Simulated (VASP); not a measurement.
# C in VASP: density of states with LDA

Aim: the density of states of C with LDA.

All numbers are computed with VASP 6.6.1; they aren't measurements. Logs are shortened: lines on timing, memory, paths and dates and some standing lists are left out, and cuts for length are marked.

## (1) The cell of the first run

The cell holds a slab with vacuum, 2 atoms: a = 2.497 Å, b = 2.497 Å, c = 16.510 Å, α = 90.00°, β = 90.00°, γ = 120.00°.

## (2) Density of states, LDA

POSCAR reads:

```
C
1.0
    2.4973051747      0.0000000000      0.0000000000
   -1.2486525873      2.1627297223      0.0000000000
    0.0000000000      0.0000000000     16.5098000000
C
2
Direct
    0.8333333330      0.1666666670      0.4845618878
    0.1666666670      0.8333333330      0.5154381122
```

INCAR.step1 reads:

```
PREC = Accurate ; ENCUT = 520
EDIFF = 1E-6 ; ISMEAR = -1
SIGMA = 0.02 ; LREAL = False
LASPH = True ; NELM = 60
ALGO = Normal ; ISIF = 2
LWAVE = False ; LCHARG = True
LDIPOL = True ; IDIPOL = 3
DIPOL = 0.5 0.5 0.500 ; NBANDS = 11
```

KPOINTS.step1 reads:

```
Automatic mesh
0
Gamma
  14 14 1
```

INCAR.step2 reads:

```
PREC = Accurate ; ENCUT = 520
EDIFF = 1E-6 ; ISMEAR = -5
SIGMA = 0.02 ; LREAL = False
LASPH = True ; NELM = 60
ALGO = Normal ; ISIF = 2
LWAVE = False ; LCHARG = False
LDIPOL = True ; IDIPOL = 3
DIPOL = 0.5 0.5 0.500 ; LORBIT = 11
NEDOS = 2001 ; ICHARG = 11
```

KPOINTS.step2 reads:

```
Automatic mesh
0
Gamma
  21 21 1
```

Potentials or basis: VASP PAW LDA potentials, release 64 (C).

Launch:

```bash
> cat potpaw_LDA.64/C/POTCAR > POTCAR
> cp INCAR.step1 INCAR
> cp KPOINTS.step1 KPOINTS
> mpirun -np 1 vasp_std > vasp.out
> cp INCAR.step2 INCAR
> cp KPOINTS.step2 KPOINTS
> mpirun -np 1 vasp_std > vasp.out
```

OUTCAR:

```text
PREC = Accurate
   ENCUT = 520
   EDIFF = 1E-6
   ISMEAR = -5
   LREAL = False
   LASPH = True
   NELM = 60
   ISIF = 2
   LORBIT = 11
   ICHARG = 11

 ion  position               nearest neighbor table
   1  0.833  0.167  0.485-   2 1.53   2 1.53   2 1.53
   2  0.167  0.833  0.515-   1 1.53   1 1.53   1 1.53

  LATTYP: Found a hexagonal cell.
 ALAT       =     2.4973051747
 C/A-ratio  =     6.6110462459

  Lattice vectors:

 A1 = (   2.4973051747,   0.0000000000,   0.0000000000)
 A2 = (  -1.2486525873,   2.1627297223,   0.0000000000)
 A3 = (   0.0000000000,   0.0000000000,  16.5098000000)

Analysis of symmetry for initial positions (statically):
=====================================================================
 Subroutine PRICEL returns:
 Original cell was already a primitive cell.

 Routine SETGRP: Setting up the symmetry group for a
 hexagonal supercell.

 Subroutine GETGRP returns: Found 12 space group operations
 (whereof  4 operations were pure point group operations)
 out of a pool of 24 trial point group operations.

The static configuration has the point symmetry C_2h.
 The point group associated with its full space group is D_3d.

Analysis of symmetry for dynamics (positions and initial velocities):
=====================================================================
 Subroutine PRICEL returns:
 Original cell was already a primitive cell.

 Routine SETGRP: Setting up the symmetry group for a
 hexagonal supercell.

 Subroutine GETGRP returns: Found 12 space group operations
 (whereof  4 operations were pure point group operations)
 out of a pool of 24 trial point group operations.

The dynamic configuration has the point symmetry C_2h.
 The point group associated with its full space group is D_3d.

 Subroutine INISYM returns: Found 12 space group operations
 (whereof  4 operations are pure point group operations),
 and found     1 'primitive' translations

----------------------------------------------------------------------------------------

                                     Primitive cell

  volume of cell :      89.1694

  direct lattice vectors                    reciprocal lattice vectors
     2.497305175  0.000000000  0.000000000     0.400431637  0.231189314  0.000000000
    -1.248652587  2.162729722  0.000000000     0.000000000  0.462378627  0.000000000
     0.000000000  0.000000000 16.509800000     0.000000000  0.000000000  0.060570086

  length of vectors
     2.497305175  2.497305175 16.509800000     0.462378627  0.462378627  0.060570086

  position of ions in fractional coordinates (direct lattice)
     0.833333333  0.166666667  0.484561888
     0.166666667  0.833333333  0.515438112

  ion indices of the primitive-cell ions
   primitive index   ion index
                 1           1
                 2           2

----------------------------------------------------------------------------------------

 KPOINTS: Automatic mesh

Automatic generation of k-mesh.
 Grid dimensions read from file:
 generate k-points for:   21   21    1

 Generating k-lattice:

  Cartesian coordinates                     Fractional coordinates (reciprocal lattice)
     0.019068173  0.011009015  0.000000000     0.047619048 -0.000000000  0.000000000
     0.000000000  0.022018030  0.000000000     0.000000000  0.047619048  0.000000000
     0.000000000  0.000000000  0.060570086     0.000000000  0.000000000  1.000000000

  Length of vectors
     0.022018030  0.022018030  0.060570086

  Shift w.r.t. Gamma in fractional coordinates (k-lattice)
     0.000000000  0.000000000  0.000000000

 TETIRR: Found    229 inequivalent tetrahedra from     2646

 Subroutine IBZKPT returns following result:
 ===========================================

 Found     48 irreducible k-points:

 Following reciprocal coordinates:
            Coordinates               Weight
  0.000000  0.000000  0.000000      1.000000
  0.047619  0.000000  0.000000      6.000000
  0.095238  0.000000  0.000000      6.000000
  0.142857  0.000000  0.000000      6.000000
  0.190476  0.000000  0.000000      6.000000
  0.238095  0.000000  0.000000      6.000000
[... 16 lines left out ...]
  0.142857  0.095238  0.000000     12.000000
  0.190476  0.095238  0.000000     12.000000
 [... further k-points ...]
   k-points           NKPTS =     48   k-points in BZ     NKDIM =     48   number of bands    NBANDS=      8
   number of dos      NEDOS =   2001   number of ions     NIONS =      2
   total plane-waves  NPLWV =  50400
   dimension x,y,z NGX =    20 NGY =   20 NGZ =  126
   dimension x,y,z NGXF=    40 NGYF=   40 NGZF=  252
   ions per type =               2
   NGX,Y,Z   is equivalent  to a cutoff of  13.31, 13.31, 12.69 a.u.
   NGXF,Y,Z  is equivalent  to a cutoff of  26.63, 26.63, 25.38 a.u.
 SYSTEM =  unknown system
   PREC   = accura    normal or accurate (medium, high low for compatibility)
   ISTART =      0    job   : 0-new  1-cont  2-samecut
   ICHARG =     11    charge: 1-file 2-atom 10-const
   ISPIN  =      1    spin polarized calculation?
   LNONCOLLINEAR =      F non collinear calculations
   LSORBIT =      F    spin-orbit coupling
   LASPH  =      T    aspherical Exc in radial PAW
   ENCUT  =  520.0 eV  38.22 Ry    6.18 a.u.   4.64  4.64 30.70*2*pi/ulx,y,z
   NELM   =     60;   NELMIN=  2; NELMDL=  0     # of ELM steps
   EDIFF  = 0.1E-05   stopping-criterion for ELM
   LREAL  =      F    real-space projection
   EDIFFG = 0.1E-04   stopping-criterion for IOM
   NSW    =      0    number of steps for IOM
   IBRION =     -1    ionic relax: 0-MD 1-quasi-New 2-CG
   NFREE  =      0    steps in history (QN), initial steepest desc. (CG)
   ISIF   =      2    stress and relaxation
   ISYM   =      2    0-nonsym 1-usesym 2-fastsym
   POTIM  = 0.5000    time-step for ionic-motion
   TEBEG  =    0.0;   TEEND  =   0.0 temperature during run
   PSTRESS=    0.0 pullay stress
   NELECT =       8.0000    total number of electrons
   NUPDOWN=      -1.0000    fix difference up-down
   EMIN   =  10.00;   EMAX   =-10.00  energy-range for DOS
   EFERMI =   0.00;   METHOD = LEGACY
   ISMEAR =    -5;   SIGMA  =   0.02  broadening in eV -4-tet -1-fermi 0-gaus
   EFERMI_NEDOS =   21; number of points for ismear=-14 and -15
   IALGO  =     38    algorithm
   IMIX   =      4    mixing-type and parameters
     AMIX     =   0.40;   BMIX     =  1.00
     AMIX_MAG =   1.60;   BMIX_MAG =  1.00
  volume/ion in A,a.u.               =      44.58       300.87
  Fermi-wavevector in a.u.,A,eV,Ry     =   0.732880  1.384943  7.307869  0.537113
  Thomas-Fermi vector in A             =   1.825452
   LORBIT       =     11    0 simple, 1 ext, 2 COOP (PROOUT), +10 PAW based schemes
   GGA     = CA    functional components
   LHFCALC =     F    Hartree Fock is set to
   AEXX    =    0.0000 exact exchange contribution
   IVDW    =     0    specifies the selected vdW correction
   LEPSILON=     F    determine dielectric tensor
   LRPA    =     F    only Hartree local field effects (RPA)
 non-spin polarized calculation
 Fermi weights with tetrahedron method with Bloechl corrections
  energy-cutoff  :      520.00
  volume of cell :       89.17
 maximum number of plane-waves:      2432
 NGX is ok and might be reduce to    20

 number of electron       8.0000000 magnetization

 dipolmoment           0.000000      0.000000     -0.000000 electrons x Angstroem

 Free energy of the ion-electron system (eV)
  ---------------------------------------------------
  ext. energy  EPLUGINS =         0.00000000
  ---------------------------------------------------
  free energy    TOTEN  =       -17.81482879 eV

  energy without entropy =      -17.81482879  energy(sigma->0) =      -17.81482879

 E-fermi :  -3.3106     XC(G=0):  -2.7662

 val. band max:       -3.3105881147   @ k =   0.3333   0.3333   0.0000
 cond. band min:      -3.3105782085   @ k =   0.3333   0.3333   0.0000
 fundamental gap:      0.0000099061
 Fermi energy:        -3.3105849401

 k-point     1 :       0.0000    0.0000    0.0000
  band No.  band energies     occupation
      1     -21.1269      2.00000
      2      -9.9201      2.00000
      3      -3.9595      2.00000
      4      -3.9595      2.00000
      5      -1.2519      0.00000
      6       1.7178      0.00000
      7       1.9403      0.00000
      8       3.2521      0.00000

 k-point     2 :       0.0476    0.0000    0.0000
  band No.  band energies     occupation
      1     -21.0727      2.00000
      2      -9.8625      2.00000
      3      -4.2056      2.00000
      4      -4.0736      2.00000
      5      -1.2076      0.00000
      6       1.7896      0.00000
      7       2.0094      0.00000
      8       3.3045      0.00000

 k-point     3 :       0.0952    0.0000    0.0000
  band No.  band energies     occupation
      1     -20.9103      2.00000
      2      -9.6908      2.00000
      3      -4.8856      2.00000
      4      -4.3845      2.00000
      5      -1.0803      0.00000
      6       2.0041      0.00000
      7       2.2156      0.00000
      8       3.4547      0.00000

 k-point     4 :       0.1429    0.0000    0.0000
  band No.  band energies     occupation
      1     -20.6403      2.00000
      2      -9.4090      2.00000
      3      -5.8715      2.00000
      4      -4.8204      2.00000
      5      -0.8889      0.00000
      6       2.3599      0.00000
      7       2.5530      0.00000
      8       3.6775      0.00000

 k-point     5 :       0.1905    0.0000    0.0000
  band No.  band energies     occupation
      1     -20.2636      2.00000
      2      -9.0306      2.00000
      3      -7.0306      2.00000
      4      -5.3081      2.00000
      5      -0.6734      0.00000
      6       2.8549      0.00000
      7       3.0021      0.00000
      8       3.9192      0.00000

 k-point     6 :       0.2381    0.0000    0.0000
  band No.  band energies     occupation
      1     -19.7817      2.00000
      2      -8.7315      2.00000
      3      -8.1014      2.00000
      4      -5.7918      2.00000
      5      -0.5077      0.00000
      6       3.4599      0.00000
      7       3.5086      0.00000
      8       4.1772      0.00000

 k-point     7 :       0.2857    0.0000    0.0000
  band No.  band energies     occupation
      1     -19.1971      2.00000
      2      -9.7197      2.00000
      3      -7.8220      2.00000
      4      -6.2335      2.00000
      5      -0.5015      0.00000
      6       3.8082      0.00000
      7       4.2565      0.00000
      8       4.6612      0.00000
[... 133 lines left out ...]
 k-point    20 :       0.4286    0.0476    0.0000
  band No.  band energies     occupation
      1     -16.4377      2.00000
      2     -13.9030      2.00000
      3      -7.3704      2.00000
      4      -5.3721      2.00000
      5      -2.1682      0.00000
      6       4.7451      0.00000
      7       6.4211      0.00000
      8       7.8121      0.00000

 k-point    21 :       0.4762    0.0476    0.0000
  band No.  band energies     occupation
      1     -15.8890      2.00000
      2     -14.5341      2.00000
      3      -7.4216      2.00000
      4      -5.0641      2.00000
      5      -2.4654      0.00000
      6       4.7583      0.00000
      7       6.7448      0.00000
      8       8.3340      0.00000

 k-point    22 :       0.0952    0.0952    0.0000
  band No.  band energies     occupation
      1     -20.4786      2.00000
      2      -9.2426      2.00000
      3      -6.2357      2.00000
      4      -5.2573      2.00000
      5      -0.7868      0.00000
      6       2.5731      0.00000
      7       2.7515      0.00000
      8       3.8126      0.00000

 k-point    23 :       0.1429    0.0952    0.0000
  band No.  band energies     occupation
      1     -20.1026      2.00000
      2      -8.8740      2.00000
      3      -7.2066      2.00000
      4      -5.8637      2.00000
      5      -0.5967      0.00000
      6       3.0675      0.00000
      7       3.1907      0.00000
      8       4.0820      0.00000

 k-point    24 :       0.1905    0.0952    0.0000
  band No.  band energies     occupation
      1     -19.6217      2.00000
      2      -8.6845      2.00000
      3      -8.0457      2.00000
      4      -6.4343      2.00000
      5      -0.4646      0.00000
      6       3.6582      0.00000
      7       3.7085      0.00000
      8       4.4340      0.00000

 [... further k-points ...]

------------------------ aborting loop because EDIFF is reached ----------------------------------------

 vacuum level on the upper side and lower side of the slab       (xc-potential included)        -0.125        -0.125

  FORCE on cell =-STRESS in cart. coord.  units (eV):
  Direction    XX          YY          ZZ          XY          YZ          ZX
  --------------------------------------------------------------------------------------
  -------------------------------------------------------------------------------------
  Total       -1.9100277     -1.9100277     -4.5907072     -0.0000000      0.0000000      0.0000000
  in kB      -34.3189961    -34.3189961    -82.4849080     -0.0000000      0.0000000      0.0000000
  external PRESSURE =     -50.3743000 kB  Pullay stress =       0.0000000 kB

 VOLUME and BASIS-vectors are now :
 -----------------------------------------------------------------------------
  energy-cutoff  :      520.00
  volume of cell :       89.17
      direct lattice vectors                 reciprocal lattice vectors
     2.497305175  0.000000000  0.000000000     0.400431637  0.231189314  0.000000000
    -1.248652587  2.162729722  0.000000000     0.000000000  0.462378627  0.000000000
     0.000000000  0.000000000 16.509800000     0.000000000  0.000000000  0.060570086

 POSITION                                       TOTAL-FORCE (eV/Angst)
 -----------------------------------------------------------------------------------
      1.87298      0.36045      8.00002         0.000000      0.000000      8.981585
     -0.62433      1.80227      8.50978        -0.000000     -0.000000     -8.981585
 -----------------------------------------------------------------------------------
    total drift:                               -0.000000      0.000000     -0.000000

  FREE ENERGIE OF THE ION-ELECTRON SYSTEM (eV)
  ---------------------------------------------------
  free  energy   TOTEN  =       -17.8148287907 eV

  energy  without entropy=      -17.8148287907  energy(sigma->0) =      -17.81482879

 vacuum level on the upper side and lower side of the slab         1.721         1.721

 total charge

# of ion       s       p       d       tot
------------------------------------------
    1        0.863   1.564   0.000   2.426
    2        0.863   1.564   0.000   2.426
--------------------------------------------------
tot          1.726   3.127   0.000   4.853
```

Wall time 41 s (1 thread of Intel Xeon 6975P-C (Granite Rapids), shared host); peak memory 0.16 GiB.

Results:

```yaml
Valence_electrons_inside_the_program's_atomic_spheres: C 2.43
```

Caveat: tetrahedron occupations give inexact forces and stress in metals.
